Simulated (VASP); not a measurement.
Wanted: the native input for a VASP 6.6.1 run.

| Quantity | Value |
| --- | --- |
| Task | single point |
| Functional | PBE |
| Potentials or basis | VASP PAW PBE potentials, release 64 (Sn_d, Ge_d) |
| Cutoff | 410 eV |
| k mesh | 1 × 1 × 1, shifted |
| Occupations | fermi-dirac, width 0.2585 eV |
| Spin | no spin polarisation |
| Dipole correction | no |
| Mended | yes |
| Further INCAR settings | LREAL = Auto; ALGO = Normal; EDIFF = 1e-06; NBANDS = 133; ISYM = -1 |

The structure of Sn5Ge12 lies in POSCAR:

```
Sn5Ge12
1.0
    7.0815660000     -0.0735080000      0.0306640000
   -0.0735080000      7.7150240000     -0.3469720000
    0.0306640000     -0.3469720000      7.5368430000
Sn Ge
5 12
Direct
    0.2722307578      0.8054797601      0.2570482415
   -0.0983613121      0.3803235592      0.1638712359
    0.6569522093      0.6535071901      0.8231338923
    0.5460451445      0.4980456344      0.1726979004
    0.8476358626      0.2301815941      0.6792291762
    0.3661471103      0.2203175184      1.0218553677
    0.3285278007     -0.1038045462      0.9505032482
    0.5003928508      1.0876114011      0.5977087033
    0.1768916220      1.1677057657      0.2743940666
    0.7243805170      0.7089960577      0.4798278770
    0.1870772217      0.2553035289      0.6258204715
    0.8802240418      0.0331510794      0.3198611549
    1.1610376661      0.5418344131      0.8605303721
   -0.0243496856      0.7622426638      0.0581411236
    1.0387225739      0.9570417346      0.7278815939
    0.6873126726     -0.0640534598      1.0608695826
    0.3745073032      0.5604225159      0.5658868082
```

These files were run (other wordings do the same):

INCAR

```
PREC     = Accurate       # precision mode
ENCUT    = 410            # plane-wave cutoff, eV
EDIFF    = 1E-6           # SCF threshold, eV
ISMEAR   = -1             # smearing method
SIGMA    = 0.2585         # smearing width, eV
LREAL    = Auto         
LASPH    = True           # aspherical terms in the spheres
NELM     = 120            # most SCF steps
ALGO     = Normal         # electronic algorithm
ISIF     = 2              # what is computed and relaxed
LWAVE    = False          # write WAVECAR
LCHARG   = False          # write CHGCAR
GGA      = PE             # functional
NBANDS   = 133            # bands
ISYM     = -1           
GGA_COMPAT= False
```

KPOINTS

```
explicit points
1
Reciprocal
  0.25000000   0.25000000   0.25000000 1
```

Potentials or basis: VASP PAW PBE potentials, release 64 (Sn_d, Ge_d).

Run with:

```console
$ cat potpaw_PBE.64/Sn_d/POTCAR potpaw_PBE.64/Ge_d/POTCAR > POTCAR
$ mpirun -np 1 vasp_std > vasp.out
```

Results of the run:

```json
{"Pressure": "5.9 GPa", "Largest force": "3.371 eV/Å"}
```

Caveat: the atoms stand as in a frame of molecular dynamics.

Run time: 62 s on 1 thread of Intel(R) Xeon(R) 6975P-C (Granite Rapids), with other jobs on the host, peak memory 0.33 GiB.
